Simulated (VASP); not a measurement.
Runs of VASP 6.6.1 on Sn. The structure is that of space group Fd-3m (No. 227), or close to it. The cells are those of the table. 

```csv
cell,further INCAR settings,gap on the mesh (eV),pressure (GPa)
"a = 4.590, b = 4.590, c = 4.521 Å, angles 60.5, 60.5, 59.0°, 2 atoms",ALGO = Fast; EDIFF = 1e-07; NBANDS = 21,none,4.0
"a = 4.625, b = 4.625, c = 4.590 Å, angles 60.2, 60.2, 59.5°, 2 atoms",ALGO = Fast; EDIFF = 1e-06; NBANDS = 21,none,2.4
"a = 4.626, b = 4.626, c = 4.521 Å, angles 60.7, 60.7, 58.5°, 2 atoms",ALGO = Fast; EDIFF = 1e-06; NBANDS = 21,none,3.2
"a = 4.556, b = 4.556, c = 4.590 Å, angles 59.8, 59.8, 60.5°, 2 atoms",ALGO = Fast; EDIFF = 1e-07; NBANDS = 21,none,(a)
"a = 4.556, b = 4.556, c = 4.521 Å, angles 60.3, 60.3, 59.5°, 2 atoms",ALGO = Fast; EDIFF = 1e-07; NBANDS = 21,none,(b)
```

Alike in all rows: task single point; level PBE; potentials or basis VASP PAW PBE potentials, release 64 (Sn_d); no spin polarisation; k mesh 12 × 12 × 12; cutoff (eV) 520; smearing gaussian 0.15 eV.

**Question.** Estimate the missing entries.

**Answer.** (a) 3.9; (b) 4.8.

Caveats: spin-orbit coupling is left out, which moves the levels of the heavy elements; the cell stands under pressure (at least some runs).

A k mesh can miss the band edges, and the runs leave out spin-orbit coupling on Sn.

A gap of «none» marks levels without a gap at the run's occupations.
